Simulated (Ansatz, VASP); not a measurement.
## Pd: VASP beside Ansatz

```
Pd
1.0
     0.00000    1.97073    1.97073
     1.97073    0.00000    1.97073
     1.97073    1.97073    0.00000
Pd
1
Direct
  0.00000 0.00000 0.00000
```

Alike in both runs: functional PBE; k mesh 20 × 20 × 20; occupations methfessel-paxton of order 1, width 0.1 eV; no spin polarisation.

Ansatz relaxed the structure, and its values are those at the end. VASP's run is a single point on that final structure, the one shown.

|  | VASP | Ansatz |
| --- | --- | --- |
| version | VASP 6.6.1 | Ansatz 0.2.0 |
| potentials or method | VASP PAW PBE potentials, release 64 (Pd) | scalar-relativistic, plane waves, PAW |
| plane-wave cutoff (eV) | 520 | 420 |
| valence electrons in the cell | 10 | 18 |

```csv
,VASP,Ansatz,Ansatz less VASP
gap on the k mesh at the Fermi level (eV),none,none,-
pressure (GPa),-0.3,0.0,+0.28
```

A gap of «none» marks a metal or a gap that the smearing closes. VASP's potentials hold 10 valence electrons a cell and Ansatz's 18, so a difference there can come from the potentials and not from the codes.
